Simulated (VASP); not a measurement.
# C: single point with PBE

C:

```
CELL_PARAMETERS angstrom
-0.56385 1.55060 1.55060
1.55060 -0.56385 1.55060
1.55060 1.55060 -0.56385
ATOMIC_POSITIONS crystal
C 0.50000 0.50000 0.50000
C 0.75000 0.75000 0.75000
```

This cell differs from its parent crystal: ratio of the length along [111] to the lengths across it x 0.6, volume and fractional coordinates fixed.

```json
{
  "Program": "VASP 6.6.1",
  "Task": "single point",
  "Functional": "PBE",
  "Potentials or basis": "VASP PAW PBE potentials, release 64 (C)",
  "Cutoff": "520 eV",
  "k mesh": "12 × 12 × 12",
  "Occupations": "gaussian, width 0.05 eV",
  "Spin": "no spin polarisation"
}
```

- Pressure: 189.4 GPa
- Largest force: 25.464 eV/Å
- Band gap on the k mesh: zero (band 4 reaches 12.04 eV, above the bottom of band 5 at 10.13 eV)

Forces on the atoms (eV/Å):
```
C   -14.702 -14.702 -14.702
C    14.702  14.702  14.702
```

Stress tensor (GPa, compression positive):
```
189.45 216.07 216.07
216.07 189.45 216.07
216.07 216.07 189.45
```

Levels at points of the mesh, in eV from the Fermi level:
```tsv
k point	band 1	band 2	band 3	band 4	band 5	band 6	band 7	band 8
(0.00, 0.00, 0.00)	-23.21	-5.28	-0.26	-0.26	0.89	0.89	2.61	21.05
(0.50, 0.00, 0.00)	-19.50	-14.56	-4.05	1.37	2.26	4.14	12.82	15.84
(0.50, 0.50, 0.00)	-16.86	-11.38	-11.04	-2.96	0.05	5.46	14.25	17.13
(0.50, 0.50, 0.50)	-15.46	-8.33	-8.33	-8.13	-0.54	4.06	4.06	10.14
```

Run time: 20 s on 1 thread of AMD EPYC 7R43 64-Core Processor (Zen 3), with other jobs on the host, peak memory 0.09 GiB.

Caveat: forces of over 1 eV/Å act on the atoms, so gaps and moduli don't describe the material at rest.
